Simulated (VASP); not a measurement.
Input of a VASP 6.6.1 run:

INCAR

```
SYSTEM = In
PREC = Accurate ; ENCUT = 520
EDIFF = 1E-8 ; ISMEAR = -1
SIGMA = 0.05 ; LREAL = .False.
LASPH = .True. ; NELM = 100
ALGO = Normal ; ISIF = 2
LWAVE = .False. ; LCHARG = .False.
LEFG = .True. ; NBANDS = 12
```

File KPOINTS:

```
Automatic mesh
0
Gamma
  14 14 14
  0 0 0
```

POSCAR

```
In
1.0
   -1.6466505000      1.6219110000      2.4739500000
    1.6219110000     -1.6466505000      2.4739500000
    1.6303890000      1.6303890000     -2.4902115000
In
1
Direct
    0.0000000000      0.0000000000      0.0000000000
```

Potentials or basis: VASP PAW LDA potentials, release 64 (In_d).

Launch:

```console
$ cat potpaw_LDA.64/In_d/POTCAR > POTCAR
$ mpirun -np 1 vasp_std > vasp.out
```

Q: What does it give for the pressure?

A: -2.7 GPa.

Stress tensor (GPa, compression positive):
```
-2.80  0.07  0.03
 0.07 -2.80  0.03
 0.03  0.03 -2.44
```

Caveat: the cell differs from its parent crystal (equal xy, yz and zx shear strains of -1 %); without QUAD_EFG the Cq values of the log hold for a quadrupole moment of 1 mb, not for the nuclei.
